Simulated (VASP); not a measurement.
# MgO (Fm-3m) in VASP: single point with PBE

Aim: the single point of MgO with PBE.

All numbers are computed with VASP 6.6.1; they aren't measurements. Logs are shortened: lines on timing, memory, paths and dates and some standing lists are left out, and cuts for length are marked.

**The experiment to reproduce.**

“Electronic structure of alkaline earth and post-transition metal oxides”, 2009, arxiv:0908.1581 quotes, for a bulk crystal of MgO: band gap 7.83 eV.

The results are compared with them further down.

**1. The cell of the first run**

Symmetry: Fm-3m, No. 225, cubic system. Conventional cell: a = 4.248 Å, b = 4.248 Å, c = 4.248 Å, α = 90.00°, β = 90.00°, γ = 90.00°. Within 2.8 Å of Mg (site symmetry m-3m) lie 6 O at 2.12 Å. O (site symmetry m-3m) has 6 Mg at 2.12 Å within 2.8 Å.

**2. Single point, PBE**

INCAR

```
  ALGO = Normal
  EDIFF = 1E-6
  ENCUT = 840
  GGA = PE
  GGA_COMPAT = False
  ISIF = 2
  ISMEAR = 0
  LASPH = True
  LCHARG = True
  LELF = True
  LREAL = False
  LVHAR = True
  LWAVE = False
  NBANDS = 15
  NELM = 120
  PREC = Accurate
  SIGMA = 0.02
```

KPOINTS

```
k-points
0
Gamma
  10 10 10
```

POSCAR

```
MgO
1.0
    0.0000000000      2.1239799322      2.1239799322
    2.1239799322      0.0000000000      2.1239799322
    2.1239799322      2.1239799322      0.0000000000
Mg O
1 1
Direct
    0.0000000000      0.0000000000      0.0000000000
    0.5000000000      0.5000000000      0.5000000000
```

Potentials or basis: VASP PAW PBE potentials, release 64 (Mg_sv, O).

Launch:

```sh
$ cat potpaw_PBE.64/Mg_sv/POTCAR potpaw_PBE.64/O/POTCAR > POTCAR
$ mpirun -np 1 vasp_std > vasp.out
```

OUTCAR:

```text
EDIFF = 1E-6
   ENCUT = 840
   GGA = PE
   ISIF = 2
   ISMEAR = 0
   LASPH = True
   LREAL = False
   NELM = 120
   PREC = Accurate

 ion  position               nearest neighbor table
   1  0.000  0.000  0.000-   2 2.12   2 2.12   2 2.12   2 2.12   2 2.12   2 2.12
   2  0.500  0.500  0.500-   1 2.12   1 2.12   1 2.12   1 2.12   1 2.12   1 2.12

  LATTYP: Found a face centered cubic cell.
 ALAT       =     4.2479598644

  Lattice vectors:

 A1 = (   0.0000000000,   2.1239799322,   2.1239799322)
 A2 = (   2.1239799322,   0.0000000000,   2.1239799322)
 A3 = (   2.1239799322,   2.1239799322,   0.0000000000)

Analysis of symmetry for initial positions (statically):
=====================================================================
 Subroutine PRICEL returns:
 Original cell was already a primitive cell.

 Routine SETGRP: Setting up the symmetry group for a
 face centered cubic supercell.

 Subroutine GETGRP returns: Found 48 space group operations
 (whereof 48 operations were pure point group operations)
 out of a pool of 48 trial point group operations.

The static configuration has the point symmetry O_h .

Analysis of symmetry for dynamics (positions and initial velocities):
=====================================================================
 Subroutine PRICEL returns:
 Original cell was already a primitive cell.

 Routine SETGRP: Setting up the symmetry group for a
 face centered cubic supercell.

 Subroutine GETGRP returns: Found 48 space group operations
 (whereof 48 operations were pure point group operations)
 out of a pool of 48 trial point group operations.

The dynamic configuration has the point symmetry O_h .

 Subroutine INISYM returns: Found 48 space group operations
 (whereof 48 operations are pure point group operations),
 and found     1 'primitive' translations

----------------------------------------------------------------------------------------

                                     Primitive cell

  volume of cell :      19.1638

  direct lattice vectors                    reciprocal lattice vectors
     0.000000000  2.123979932  2.123979932    -0.235407121  0.235407121  0.235407121
     2.123979932  0.000000000  2.123979932     0.235407121 -0.235407121  0.235407121
     2.123979932  2.123979932  0.000000000     0.235407121  0.235407121 -0.235407121

  length of vectors
     3.003761226  3.003761226  3.003761226     0.407737093  0.407737093  0.407737093

  position of ions in fractional coordinates (direct lattice)
     0.000000000  0.000000000  0.000000000
     0.500000000  0.500000000  0.500000000

  ion indices of the primitive-cell ions
   primitive index   ion index
                 1           1
                 2           2

----------------------------------------------------------------------------------------

 KPOINTS: k-points

Automatic generation of k-mesh.
 Grid dimensions read from file:
 generate k-points for:   10   10   10

 Generating k-lattice:

  Cartesian coordinates                     Fractional coordinates (reciprocal lattice)
    -0.023540712  0.023540712  0.023540712     0.100000000  0.000000000  0.000000000
     0.023540712 -0.023540712  0.023540712     0.000000000  0.100000000  0.000000000
     0.023540712  0.023540712 -0.023540712     0.000000000  0.000000000  0.100000000

  Length of vectors
     0.040773709  0.040773709  0.040773709

  Shift w.r.t. Gamma in fractional coordinates (k-lattice)
     0.000000000  0.000000000  0.000000000

 Subroutine IBZKPT returns following result:
 ===========================================

 Found     47 irreducible k-points:

 Following reciprocal coordinates:
            Coordinates               Weight
  0.000000  0.000000  0.000000      1.000000
  0.100000  0.000000  0.000000      8.000000
  0.200000  0.000000  0.000000      8.000000
  0.300000  0.000000  0.000000      8.000000
  0.400000  0.000000  0.000000      8.000000
  0.500000  0.000000  0.000000      4.000000
[... 16 lines left out ...]
  0.300000  0.300000  0.000000      6.000000
  0.400000  0.300000  0.000000     24.000000
 [... further k-points ...]
   k-points           NKPTS =     47   k-points in BZ     NKDIM =     47   number of bands    NBANDS=     15
   number of dos      NEDOS =    301   number of ions     NIONS =      2
   total plane-waves  NPLWV =  21952
   dimension x,y,z NGX =    28 NGY =   28 NGZ =   28
   dimension x,y,z NGXF=    56 NGYF=   56 NGZF=   56
   ions per type =               1   1
   NGX,Y,Z   is equivalent  to a cutoff of  15.50, 15.50, 15.50 a.u.
   NGXF,Y,Z  is equivalent  to a cutoff of  30.99, 30.99, 30.99 a.u.
 SYSTEM =  unknown system
   PREC   = accura    normal or accurate (medium, high low for compatibility)
   ISTART =      0    job   : 0-new  1-cont  2-samecut
   ICHARG =      2    charge: 1-file 2-atom 10-const
   ISPIN  =      1    spin polarized calculation?
   LNONCOLLINEAR =      F non collinear calculations
   LSORBIT =      F    spin-orbit coupling
   LASPH  =      T    aspherical Exc in radial PAW
   ENCUT  =  840.0 eV  61.74 Ry    7.86 a.u.   7.10  7.10  7.10*2*pi/ulx,y,z
   NELM   =    120;   NELMIN=  2; NELMDL= -5     # of ELM steps
   EDIFF  = 0.1E-05   stopping-criterion for ELM
   LREAL  =      F    real-space projection
   EDIFFG = 0.1E-04   stopping-criterion for IOM
   NSW    =      0    number of steps for IOM
   IBRION =     -1    ionic relax: 0-MD 1-quasi-New 2-CG
   NFREE  =      0    steps in history (QN), initial steepest desc. (CG)
   ISIF   =      2    stress and relaxation
   ISYM   =      2    0-nonsym 1-usesym 2-fastsym
   POTIM  = 0.5000    time-step for ionic-motion
   TEBEG  =    0.0;   TEEND  =   0.0 temperature during run
   PSTRESS=    0.0 pullay stress
   NELECT =      16.0000    total number of electrons
   NUPDOWN=      -1.0000    fix difference up-down
   EMIN   =  10.00;   EMAX   =-10.00  energy-range for DOS
   EFERMI =   0.00;   METHOD = LEGACY
   ISMEAR =     0;   SIGMA  =   0.02  broadening in eV -4-tet -1-fermi 0-gaus
   EFERMI_NEDOS =   21; number of points for ismear=-14 and -15
   IALGO  =     38    algorithm
   IMIX   =      4    mixing-type and parameters
     AMIX     =   0.40;   BMIX     =  1.00
     AMIX_MAG =   1.60;   BMIX_MAG =  1.00
  volume/ion in A,a.u.               =       9.58        64.66
  Fermi-wavevector in a.u.,A,eV,Ry     =   1.541539  2.913086 32.332088  2.376341
  Thomas-Fermi vector in A             =   2.647470
   LORBIT       =      0    0 simple, 1 ext, 2 COOP (PROOUT), +10 PAW based schemes
   GGA     = PE    functional components
   LHFCALC =     F    Hartree Fock is set to
   AEXX    =    0.0000 exact exchange contribution
   IVDW    =     0    specifies the selected vdW correction
   LEPSILON=     F    determine dielectric tensor
   LRPA    =     F    only Hartree local field effects (RPA)
 non-spin polarized calculation
 Gauss-broadening in eV      SIGMA  =   0.02
  energy-cutoff  :      840.00
  volume of cell :       19.16
 maximum number of plane-waves:      1073
   NGX = 15   NGY = 15   NGZ = 15

 number of electron      15.9999997 magnetization

 Free energy of the ion-electron system (eV)
  ---------------------------------------------------
  ext. energy  EPLUGINS =         0.00000000
  ---------------------------------------------------
  free energy    TOTEN  =       -11.88434566 eV

  energy without entropy =      -11.88434566  energy(sigma->0) =      -11.88434566

 E-fermi :   2.9745     XC(G=0): -11.2636

 val. band max:        2.7349396069   @ k =   0.0000   0.0000   0.0000
 cond. band min:       7.2315759434   @ k =   0.0000   0.0000   0.0000
 fundamental gap:      4.4966363365
 Fermi energy:         2.9744539097

 k-point     1 :       0.0000    0.0000    0.0000
  band No.  band energies     occupation
      1     -69.6223      2.00000
      2     -36.3500      2.00000
      3     -36.3500      2.00000
      4     -36.3500      2.00000
      5     -14.3861      2.00000
      6       2.7349      2.00000
      7       2.7349      2.00000
      8       2.7349      2.00000
      9       7.2316      0.00000
     10      18.3960      0.00000
     11      18.3960      0.00000
     12      18.3960      0.00000
     13      22.2421      0.00000
     14      23.9944      0.00000
     15      23.9944      0.00000

 k-point     2 :       0.1000    0.0000    0.0000
  band No.  band energies     occupation
      1     -69.6213      2.00000
      2     -36.3573      2.00000
      3     -36.3507      2.00000
      4     -36.3507      2.00000
      5     -14.2823      2.00000
      6       2.0896      2.00000
      7       2.6702      2.00000
      8       2.6702      2.00000
      9       7.8622      0.00000
     10      17.1535      0.00000
     11      18.6267      0.00000
     12      18.6267      0.00000
     13      23.2399      0.00000
     14      23.2399      0.00000
     15      23.8549      0.00000

 k-point     3 :       0.2000    0.0000    0.0000
  band No.  band energies     occupation
      1     -69.6195      2.00000
      2     -36.3771      2.00000
      3     -36.3527      2.00000
      4     -36.3527      2.00000
      5     -13.9981      2.00000
      6       0.7960      2.00000
      7       2.5061      2.00000
      8       2.5061      2.00000
      9       9.0600      0.00000
     10      15.6345      0.00000
     11      19.0811      0.00000
     12      19.0811      0.00000
     13      22.5436      0.00000
     14      22.5436      0.00000
     15      24.6399      0.00000
[... 343 lines left out ...]
 k-point    23 :       0.3000    0.3000    0.0000
  band No.  band energies     occupation
      1     -69.6155      2.00000
      2     -36.3953      2.00000
      3     -36.3670      2.00000
      4     -36.3670      2.00000
      5     -13.4350      2.00000
      6      -0.3396      2.00000
      7       1.8290      2.00000
      8       1.8290      2.00000
      9      11.3359      0.00000
     10      13.1195      0.00000
     11      16.9128      0.00000
     12      20.3788      0.00000
     13      20.3788      0.00000
     14      26.6013      0.00000
     15      29.6204      0.00000

 k-point    24 :       0.4000    0.3000    0.0000
  band No.  band energies     occupation
      1     -69.6140      2.00000
      2     -36.4049      2.00000
      3     -36.3721      2.00000
      4     -36.3698      2.00000
      5     -13.2029      2.00000
      6      -0.7427      2.00000
      7       1.4751      2.00000
      8       1.6865      2.00000
      9      12.0760      0.00000
     10      12.8369      0.00000
     11      16.0903      0.00000
     12      20.5993      0.00000
     13      20.8002      0.00000
     14      27.3162      0.00000
     15      29.2252      0.00000

 [... further k-points ...]

------------------------ aborting loop because EDIFF is reached ----------------------------------------

  FORCE on cell =-STRESS in cart. coord.  units (eV):
  Direction    XX          YY          ZZ          XY          YZ          ZX
  --------------------------------------------------------------------------------------
  -------------------------------------------------------------------------------------
  Total        0.0796778      0.0796778      0.0796778     -0.0000000      0.0000000      0.0000000
  in kB        6.6614208      6.6614208      6.6614208     -0.0000000      0.0000000      0.0000000
  external PRESSURE =       6.6614208 kB  Pullay stress =       0.0000000 kB

 VOLUME and BASIS-vectors are now :
 -----------------------------------------------------------------------------
  energy-cutoff  :      840.00
  volume of cell :       19.16
      direct lattice vectors                 reciprocal lattice vectors
     0.000000000  2.123979932  2.123979932    -0.235407121  0.235407121  0.235407121
     2.123979932  0.000000000  2.123979932     0.235407121 -0.235407121  0.235407121
     2.123979932  2.123979932  0.000000000     0.235407121  0.235407121 -0.235407121

 POSITION                                       TOTAL-FORCE (eV/Angst)
 -----------------------------------------------------------------------------------
      0.00000      0.00000      0.00000        -0.000000      0.000000     -0.000000
      2.12398      2.12398      2.12398         0.000000     -0.000000      0.000000
 -----------------------------------------------------------------------------------
    total drift:                                0.000000      0.000000      0.000000

  FREE ENERGIE OF THE ION-ELECTRON SYSTEM (eV)
  ---------------------------------------------------
  free  energy   TOTEN  =       -11.8843456555 eV

  energy  without entropy=      -11.8843456555  energy(sigma->0) =      -11.88434566
```

It took 31 s on 1 thread of AMD EPYC 7R43 (Zen 3), shared host; peak memory 0.12 GiB.

Results:

```yaml
Free_energy: -11.8843 eV
Pressure: 0.7 GPa
Band_gap_on_the_k_mesh: 4.50 eV
```

Levels at points of the mesh, in eV from the valence-band top:
| k point | band 5 | band 6 | band 7 | band 8 | band 9 | band 10 | band 11 | band 12 |
| --- | --- | --- | --- | --- | --- | --- | --- | --- |
| (0.00, 0.00, 0.00) | -17.12 | 0.00 | 0.00 | 0.00 | 4.50 | 15.66 | 15.66 | 15.66 |
| (0.50, 0.00, 0.00) | -15.87 | -4.50 | -0.63 | -0.63 | 7.75 | 12.33 | 16.07 | 16.07 |
| (0.50, 0.50, 0.00) | -15.66 | -3.95 | -1.30 | -1.30 | 9.09 | 9.73 | 12.83 | 18.61 |

**3. Comparison with measurements**

Step 2. A measured gap of MgO is 7.83 eV (quoted in “Electronic structure of alkaline earth and post-transition metal oxides”, 2009, arxiv:0908.1581); the calculated 4.50 eV misses it by -3.33 eV. The value is that of PBE, without temperature or zero-point motion. Semilocal functionals fall short of measured gaps as a rule.
